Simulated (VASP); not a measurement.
Wanted: the native input for a VASP 6.6.1 run.

| Quantity | Value |
| --- | --- |
| Task | single point |
| Functional | PBE |
| Potentials or basis | VASP PAW PBE potentials, release 64 (Ta_pv, Nb_sv, F) |
| Cutoff | 520 eV |
| k mesh | 6 × 6 × 6 |
| Occupations | gaussian, width 0.1 eV |
| Spin | no spin polarisation |
| Dipole correction | no |
| Further INCAR settings | ALGO = Normal; EDIFF = 1e-06; NBANDS = 41 |

The structure of TaNb3F2 lies in POSCAR:

```
TaNb3F2
1.0
    5.3239748500      0.0000000000      0.0000000000
   -2.6619874300      4.6106974700      0.0000000000
    0.0000000000      0.0000000000      3.3395841200
Ta Nb F
1 3 2
Direct
    0.0000000000      0.0000000000      0.0000000000
    0.5000000000      0.0000000000      0.5000000000
    0.5000000000      0.5000000000      0.5000000000
    0.0000000000      0.5000000000      0.5000000000
    0.3333333300      0.6666666700      0.0000000000
    0.6666666700      0.3333333300      0.0000000000
```

One way to write it, as run:

INCAR

```
ALGO     = Normal         # electronic algorithm
EDIFF    = 1E-6           # SCF threshold, eV
ENCUT    = 520            # plane-wave cutoff, eV
GGA      = PE             # functional
ISIF     = 2              # what is computed and relaxed
ISMEAR   = 0              # smearing method
LASPH    = True           # aspherical terms in the spheres
LCHARG   = False          # write CHGCAR
LREAL    = False          # projectors in reciprocal space
LWAVE    = False          # write WAVECAR
NBANDS   = 41             # bands
NELM     = 100            # most SCF steps
PREC     = Accurate       # precision mode
SIGMA    = 0.1            # smearing width, eV
```

KPOINTS

```
k-points
0
Gamma
  6 6 6
```

Potentials or basis: VASP PAW PBE potentials, release 64 (Ta_pv, Nb_sv, F).

Command:

```bash
$ cat potpaw_PBE.64/Ta_pv/POTCAR potpaw_PBE.64/Nb_sv/POTCAR potpaw_PBE.64/F/POTCAR > POTCAR
$ mpirun -np 1 vasp_std > vasp.out
```

It gave:

The pressure is 21.8 GPa and the band gap on the k mesh is zero (band 32 reaches 10.84 eV, above the bottom of band 33 at 10.14 eV).

Caveat: spin-orbit coupling is left out, which moves the levels of the heavy elements.

Run time: 2.4 min on 1 thread of AMD EPYC 7R43 64-Core Processor (Zen 3), on a shared host, peak memory 0.21 GiB.
